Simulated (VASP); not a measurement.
Write the native input for VASP 6.6.1 that does the following.

| Item | Value |
| --- | --- |
| Task | relaxation of shape and atoms at fixed volume |
| Functional | PBE |
| Potentials or basis | VASP PAW PBE potentials, release 64 (Dy_3, H), 4f in core |
| Cutoff | 500 eV |
| k mesh | 10 × 10 × 8 |
| Occupations | gaussian, width 0.1 eV |
| Spin | no spin polarisation |
| Dipole correction | no |
| Further INCAR settings | ALGO = Normal; EDIFF = 1e-07; IBRION = 2; EDIFFG = -0.01; NSW = 50; ISIF = 4 |

The structure of Dy2H lies in POSCAR:

```
Dy2H
1.0
    3.6517348439      0.0000000000      0.0000000000
    0.0000000000      3.6517348439      0.0000000000
    0.0000000000      0.0000000000      5.2689262686
Dy H
2 1
Direct
    0.0000000000      0.5000000000      0.7649600365
    0.5000000000      0.0000000000      0.2350399635
    0.0000000000      0.0000000000      0.0000000000
```

The input as run:

INCAR

```
ALGO = Normal
EDIFF = 1E-7
EDIFFG = -0.01
ENCUT = 500
GGA = PE
GGA_COMPAT = F
IBRION = 2
ISIF = 4
ISMEAR = 0
LASPH = T
LCHARG = F
LMAXMIX = 6
LREAL = F
LWAVE = F
NELM = 200
NELMIN = 4
NSW = 50
PREC = Accurate
SIGMA = 0.1
```

KPOINTS

```
k-points
0
Gamma
  10 10 8
```

Potentials or basis: VASP PAW PBE potentials, release 64 (Dy_3, H), 4f in core.

Run with:

```sh
$ cat potpaw_PBE.64/Dy_3/POTCAR potpaw_PBE.64/H/POTCAR > POTCAR
$ mpirun -np 1 vasp_std > vasp.out
```

It gave:

The energy gained by relaxing is 0.1 meV/atom. The ionic steps are 3 and the pressure after relaxing is -1.0 GPa. The band gap on the k mesh is zero (an odd number of electrons rules out a gap without spin polarisation).

Caveat: spin-orbit coupling is left out, which moves the levels of the heavy elements; the 4f electrons are frozen in the core, so they carry no moment and show no levels.

It took 70 s on 1 thread of AMD EPYC 9R45 96-Core Processor (Zen 5), with other jobs on the host, peak memory 0.22 GiB.
